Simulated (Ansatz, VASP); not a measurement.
## Two plane-wave programs on Zr3SiO8

File INCAR:

```
SYSTEM = Zr3SiO8
PREC = Accurate
ENCUT = 520
EDIFF = 1E-6
ISMEAR = 0
SIGMA = 0.1
LREAL = .False.
LASPH = .True.
NELM = 60
ALGO = Normal
ISIF = 2
LWAVE = .False.
LCHARG = .False.
GGA = PE
NBANDS = 56
```

File KPOINTS:

```
Automatic mesh
0
Gamma
  6 6 2
  0 0 0
```

Contents of POSCAR:

```
Zr3SiO8
1.0
    3.6363259000      0.0000000000      0.0000000000
    0.0000000000      3.6363259000      0.0000000000
    0.0000000000      0.0000000000     10.4698194700
Zr Si O
3 1 8
Direct
    0.0000000000      0.0000000000      0.5000000000
    0.5000000000      0.5000000000      0.2500000000
    0.5000000000      0.5000000000      0.7500000000
    0.0000000000      0.0000000000      0.0000000000
    0.0000000000      0.5000000000      0.1015000000
    0.0000000000      0.5000000000      0.6015000000
    0.0000000000      0.5000000000      0.3515000000
    0.0000000000      0.5000000000      0.8515000000
    0.5000000000      0.0000000000      0.1485000000
    0.5000000000      0.0000000000      0.6485000000
    0.5000000000      0.0000000000      0.3985000000
    0.5000000000      0.0000000000      0.8985000000
```

Input for Ansatz:

```yaml
crystal:
  lattice:
    - [3.6363259, 0.0, 0.0]
    - [0.0, 3.6363259, 0.0]
    - [0.0, 0.0, 10.46981947]
  atoms:
    - { symbol: Zr, position: [0.0, 0.0, 0.5] }
    - { symbol: Zr, position: [0.5, 0.5, 0.25] }
    - { symbol: Zr, position: [0.5, 0.5, 0.75] }
    - { symbol: Si, position: [0.0, 0.0, 0.0] }
    - { symbol: O, position: [0.0, 0.5, 0.1015] }
    - { symbol: O, position: [0.0, 0.5, 0.6015] }
    - { symbol: O, position: [0.0, 0.5, 0.3515] }
    - { symbol: O, position: [0.0, 0.5, 0.8515] }
    - { symbol: O, position: [0.5, 0.0, 0.1485] }
    - { symbol: O, position: [0.5, 0.0, 0.6485] }
    - { symbol: O, position: [0.5, 0.0, 0.3985] }
    - { symbol: O, position: [0.5, 0.0, 0.8985] }
basis:
  ecutwfc: 420
kpoints:
  mp_grid: { grid: [6, 6, 2] }
hamiltonian:
  xc: pbe
scf:
  occupations: { method: gaussian, width: 0.1 }
  lower_state_search: "off"
output:
  forces: true
  stress: true
  eigenvalues: true
```

Alike in both runs: task single point; functional PBE; k mesh 6 × 6 × 2; occupations gaussian, width 0.1 eV; no spin polarisation.

```csv
,VASP,Ansatz
version,VASP 6.6.1,Ansatz 0.2.0
potentials or method,"VASP PAW PBE potentials, release 64 (Zr_sv, Si, O), cutoff 520 eV","scalar-relativistic, plane waves, PAW"
valence electrons in the cell,88,88
```

Ansatz gave:

| Property | Result |
| --- | --- |
| gap on the k mesh at the Fermi level (eV) | 0.93 |
| least direct gap on the mesh (eV) | 0.93 |
| pressure (GPa) | -12.6 |
| traceless stress, the component that is largest in VASP (GPa) | 3.59 |
| rms of the force components (eV/Å) | 0.543 |

Problem. Which values does VASP return?

Solution. gap on the k mesh at the Fermi level (eV): 0.92; least direct gap on the mesh (eV): 0.92; pressure (GPa): -12.3; traceless stress, the component that is largest in VASP (GPa): 3.54; rms of the force components (eV/Å): 0.540.

Atom by atom the forces differ by 0.007 eV/Å (rms over components).
